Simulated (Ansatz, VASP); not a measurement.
## AlClF2: VASP beside Ansatz

```
Al Cl F
1.0
     3.06310    0.00000    0.00000
    -1.53155    2.65272    0.00000
     0.00000    0.00000   10.61925
Al Cl F
1 1 2
Direct
  0.00000 0.00000 0.50000
  0.00000 0.00000 0.00000
  0.00000 0.00000 0.34483
  0.00000 0.00000 0.65517
```

Alike in both runs: functional PBE; k mesh 6 × 6 × 4; occupations gaussian, width 0.1 eV; no spin polarisation.

Ansatz relaxed the structure, and its values are those at the end. VASP's run is a single point on that final structure, the one shown.

|  | VASP | Ansatz |
| --- | --- | --- |
| version | VASP 6.6.1 | Ansatz 0.2.0 |
| potentials or method | VASP PAW PBE potentials, release 64 (Al, Cl, F), cutoff 520 eV | scalar-relativistic, plane waves, PAW |
| valence electrons in the cell | 24 | 24 |

Ansatz gave:

```
gap on the k mesh at the Fermi level (eV) : none
pressure (GPa)                            : 0.0
rms of the force components (eV/Å)        : 0.005
```

Problem. Which values does VASP return?

Solution. gap on the k mesh at the Fermi level (eV): none; pressure (GPa): 0.2; rms of the force components (eV/Å): 0.072.

A gap of «none» marks a metal or a gap that the smearing closes. With one functional, cell and mesh, what is left measures potentials, basis and numerics.

The k mesh is coarse, so the values compare programs but aren't converged.
